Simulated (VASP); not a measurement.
# Na2S (Fm-3m) in VASP: a series of runs, part 2 of 2

VASP 6.6.1. Earlier steps stand in the parts before.

## (4) Relaxation of cell and atoms, PBE

This run uses another cell than the first one, of 23.39 Å³/atom.

Contents of INCAR:

```
PREC     = Accurate       # precision mode
ENCUT    = 500            # plane-wave cutoff, eV
EDIFF    = 1E-7           # SCF threshold, eV
ISMEAR   = -1             # smearing method
SIGMA    = 0.02           # smearing width, eV
LREAL    = False          # projectors in reciprocal space
LASPH    = True           # aspherical terms in the spheres
NELM     = 120            # most SCF steps
ALGO     = Normal         # electronic algorithm
ISIF     = 3              # what is computed and relaxed
LWAVE    = False          # write WAVECAR
LCHARG   = False          # write CHGCAR
GGA      = PE             # functional
IBRION   = 2              # ionic algorithm
NSW      = 80             # ionic steps
EDIFFG   = -0.01          # ionic threshold
GGA_COMPAT= False        
NELMIN   = 4
```

Contents of KPOINTS:

```
regular mesh
0
Gamma
  8 8 8
```

Contents of POSCAR:

```
Na2S
1.0
    0.0000000000      3.2735000000      3.2735000000
    3.2735000000      0.0000000000      3.2735000000
    3.2735000000      3.2735000000      0.0000000000
Na S
2 1
Direct
    0.2500000000      0.2500000000      0.2500000000
    0.7500000000      0.7500000000      0.7500000000
    0.0000000000      0.0000000000      0.0000000000
```

Potentials or basis: VASP PAW PBE potentials, release 64 (Na_pv, S).

Run with:

```console
cat potpaw_PBE.64/Na_pv/POTCAR potpaw_PBE.64/S/POTCAR > POTCAR
mpirun -np 1 vasp_std > vasp.out
```

OUTCAR:

```text
PREC = Accurate
   ENCUT = 500
   EDIFF = 1E-7
   ISMEAR = -1
   LREAL = False
   LASPH = True
   NELM = 120
   ISIF = 3
   GGA = PE
   IBRION = 2
   NSW = 80
   EDIFFG = -0.01
   NELMIN = 4

 ion  position               nearest neighbor table
   1  0.250  0.250  0.250-
   2  0.750  0.750  0.750-
   3  0.000  0.000  0.000-

  LATTYP: Found a face centered cubic cell.
 ALAT       =     6.5470000000

  Lattice vectors:

 A1 = (   0.0000000000,   3.2735000000,   3.2735000000)
 A2 = (   3.2735000000,   0.0000000000,   3.2735000000)
 A3 = (   3.2735000000,   3.2735000000,   0.0000000000)

Analysis of symmetry for initial positions (statically):
=====================================================================
 Subroutine PRICEL returns:
 Original cell was already a primitive cell.
[... 270 lines left out ...]
      5     -22.0781      2.00000
      6     -22.0781      2.00000
      7      -9.9876      2.00000
      8       0.1379      2.00000
      9       0.1379      2.00000
     10       0.1379      2.00000
     11       2.5841      0.00000
     12       7.8387      0.00000
     13       7.8387      0.00000
     14       7.8387      0.00000
[... 377 lines left out ...]
      1     -22.1371      2.00000
      2     -22.1330      2.00000
      3     -22.1061      2.00000
      4     -22.1059      2.00000
      5     -22.0794      2.00000
      6     -22.0785      2.00000
      7      -9.7127      2.00000
      8      -1.2553      2.00000
      9      -0.4764      2.00000
     10      -0.1293      2.00000
     11       5.4953      0.00000
     12       5.8037      0.00000
     13       7.5004      0.00000
     14       7.9047      0.00000

 [... further k-points ...]

------------------------ aborting loop because EDIFF is reached ----------------------------------------

  FORCE on cell =-STRESS in cart. coord.  units (eV):
  Direction    XX          YY          ZZ          XY          YZ          ZX
  --------------------------------------------------------------------------------------
  -------------------------------------------------------------------------------------
  Total        0.0015624      0.0015624      0.0015624      0.0000000      0.0000000      0.0000000
  in kB        0.0353534      0.0353534      0.0353534      0.0000000      0.0000000      0.0000000
  external PRESSURE =       0.0353534 kB  Pullay stress =       0.0000000 kB
[... 18 lines left out ...]
  FREE ENERGIE OF THE ION-ELECTRON SYSTEM (eV)
  ---------------------------------------------------
  free  energy   TOTEN  =        -9.9759567476 eV

  energy  without entropy=       -9.9759567476  energy(sigma->0) =       -9.97595675

 reached required accuracy - stopping structural energy minimisation
```

CONTCAR:

```text
Na2S
   1.00000000000000
    -0.0000000000000000    3.2835993372446408    3.2835993372446408
     3.2835993372446408    0.0000000000000000    3.2835993372446408
     3.2835993372446408    3.2835993372446408    0.0000000000000000
  Na              S
     2     1
Direct
     0.2500000000000000    0.2500000000000000    0.2500000000000000
     0.7500000000000000    0.7500000000000000    0.7500000000000000
     0.0000000000000000    0.0000000000000000    0.0000000000000000

  0.00000000E+00  0.00000000E+00  0.00000000E+00
  0.00000000E+00  0.00000000E+00  0.00000000E+00
  0.00000000E+00  0.00000000E+00  0.00000000E+00
```

It took 1.9 min on 1 thread of AMD EPYC 9755, shared host; peak memory 0.17 GiB.

What came out:

```
Free energy                           : -9.9760 eV
Relaxed volume                        : 23.60 Å³/atom
Relaxed cell                          : a = 4.644 Å, b = 4.644 Å, c = 4.644 Å, α = 60.00°, β = 60.00°, γ = 60.00°
Space group after relaxing (to 0.1 Å) : Fm-3m (No. 225)
Energy gained by relaxing             : 0.2 meV/atom
Ionic steps                           : 3
Pressure after relaxing               : 0.0 GPa
Band gap on the k mesh                : 2.45 eV
```

The path:
| step | energy change (eV) | largest force (eV/Å) | pressure (GPa) | volume (Å³) |
| --- | --- | --- | --- | --- |
| 1 | 0.0000 | 0.0000 | 0.28 | 70.16 |
| 2 | -0.0005 | 0.0000 | 0.10 | 70.57 |
| 3 | -0.0006 | 0.0000 | 0.00 | 70.81 |

Final structure:
```yaml
crystal:
  lattice:
    - [0.00000, 3.28360, 3.28360]
    - [3.28360, 0.00000, 3.28360]
    - [3.28360, 3.28360, 0.00000]
  atoms:
    - { symbol: Na, position: [0.25000, 0.25000, 0.25000] }
    - { symbol: Na, position: [0.75000, 0.75000, 0.75000] }
    - { symbol: S, position: [0.00000, 0.00000, 0.00000] }
```

A k mesh can miss the band edges. PBE gaps usually lie below the measured ones, often by a third to a half.

## (5) Relaxation of cell and atoms, PBEsol

This run uses another cell than the first one, of 23.39 Å³/atom.

Contents of INCAR:

```
SYSTEM = Na2S
ALGO = Normal ; EDIFF = 1E-7
EDIFFG = -0.01 ; ENCUT = 500
GGA = PS ; GGA_COMPAT = .FALSE.
IBRION = 2 ; ISIF = 3
ISMEAR = -1 ; LASPH = .TRUE.
LCHARG = .FALSE. ; LREAL = .FALSE.
LWAVE = .FALSE. ; NELM = 120
NELMIN = 4 ; NSW = 80
PREC = Accurate ; SIGMA = 0.02
```

Contents of KPOINTS:

```
k-points
0
G
  8 8 8
  0 0 0
```

POSCAR is that of step 4.

Run with:

```console
cat potpaw_PBE.64/Na_pv/POTCAR potpaw_PBE.64/S/POTCAR > POTCAR
mpirun -np 1 vasp_std > vasp.out
```

Wall time 2.5 min (1 thread of AMD EPYC 9755, shared host); peak memory 0.17 GiB.

Results (log left out):

```yaml
Free_energy: -10.3753 eV
Relaxed_volume: 22.93 Å³/atom
Relaxed_cell: a = 4.599 Å, b = 4.599 Å, c = 4.599 Å, α = 60.00°, β = 60.00°, γ = 60.00°
Space_group_after_relaxing_to_0.1_Å: Fm-3m (No. 225)
Energy_gained_by_relaxing: 0.8 meV/atom
Ionic_steps: 4
Pressure_after_relaxing: 0.0 GPa
Band_gap_on_the_k_mesh: 2.42 eV
```

Step by step:
```
step  energy change (eV)  largest force (eV/Å)  pressure (GPa)  volume (Å³)
   1              0.0000                0.0000           -0.55        70.16
   2             -0.0020                0.0000           -0.24        69.34
   3             -0.0022                0.0000            0.10        68.56
   4             -0.0023                0.0000            0.02        68.79
```

Final structure:
```xyz
3
Lattice="0.0000 3.2521 3.2521 3.2521 0.0000 3.2521 3.2521 3.2521 0.0000" Properties=species:S:1:pos:R:3 pbc="T T T"
Na    1.6261    1.6261    1.6261
Na    4.8782    4.8782    4.8782
S     0.0000    0.0000    0.0000
```

Levels at points of the mesh, in eV from the valence-band top:
```tsv
k point	band 8	band 9	band 10	band 11	band 12	band 13
(0.00, 0.00, 0.00)	0.00	0.00	0.00	2.42	7.72	7.72
(0.50, 0.00, 0.00)	-1.71	-0.14	-0.14	4.78	6.38	7.09
(0.50, 0.50, 0.00)	-1.52	-0.47	-0.47	3.70	6.00	8.53
```

Caveat: the PAW data sets were made with another functional, which shifts forces and pressure a little.

## (6) Summary

| task | level | cell | gap on the mesh (eV) | pressure (GPa) | relaxed volume (Å³/atom) |
| --- | --- | --- | --- | --- | --- |
| relaxation of the atoms | r2SCAN | atoms relaxed from a = 4.542 Å, angles 60.0°, 3 atoms | 3.26 | 1.3 | - |
| relaxation of the atoms | r2SCAN | atoms relaxed from a = 4.574 Å, angles 60.0°, 3 atoms | 3.18 | 0.6 | - |
| relaxation of cell and atoms | PBE | relaxed from a = 4.629 Å, angles 60.0°, 3 atoms | 2.45 | 0.0 | 23.60 |
| relaxation of cell and atoms | PBEsol | relaxed from a = 4.629 Å, angles 60.0°, 3 atoms | 2.42 | 0.0 | 22.93 |

Alike in all rows: potentials or basis VASP PAW PBE potentials, release 64 (Na_pv, S); no spin polarisation; k mesh 8 × 8 × 8; cutoff (eV) 500; smearing fermi-dirac 0.02 eV.

Caveats: the PAW data sets were made with another functional, which shifts forces and pressure a little (at least some runs); the relaxation stopped at its first step, so nothing moved (at least some runs).

Absolute energies hang on the potentials; compare differences alone.
